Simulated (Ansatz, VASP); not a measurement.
# Os: VASP beside Ansatz

```
Os
1.0
     0.00000    1.92204    1.92204
     1.92204    0.00000    1.92204
     1.92204    1.92204    0.00000
Os
1
Direct
  0.00000 0.00000 0.00000
```

Alike in both runs: functional PBE; dispersion D3(BJ); k mesh 10 × 10 × 10; occupations gaussian, width 0.1 eV; no spin polarisation.

Ansatz relaxed the structure, and its values are those at the end. VASP's run is a single point on that final structure, the one shown.

|  | VASP | Ansatz |
| --- | --- | --- |
| version | VASP 6.6.1 | Ansatz 0.2.0 |
| potentials or method | VASP PAW PBE potentials, release 64 (Os), cutoff 600 eV | scalar-relativistic, plane waves, PAW |
| valence electrons in the cell | 8 | 16 |

```csv
,VASP,Ansatz,Ansatz less VASP
gap on the k mesh at the Fermi level (eV),none,none,-
pressure (GPa),-3.1,-3.2,-0.15
```

A gap of «none» marks a metal or a gap that the smearing closes. VASP's potentials hold 8 valence electrons a cell and Ansatz's 16, so a difference there can come from the potentials and not from the codes. Ansatz's warnings: stress scf threshold loose.

Spin-orbit coupling is off throughout.
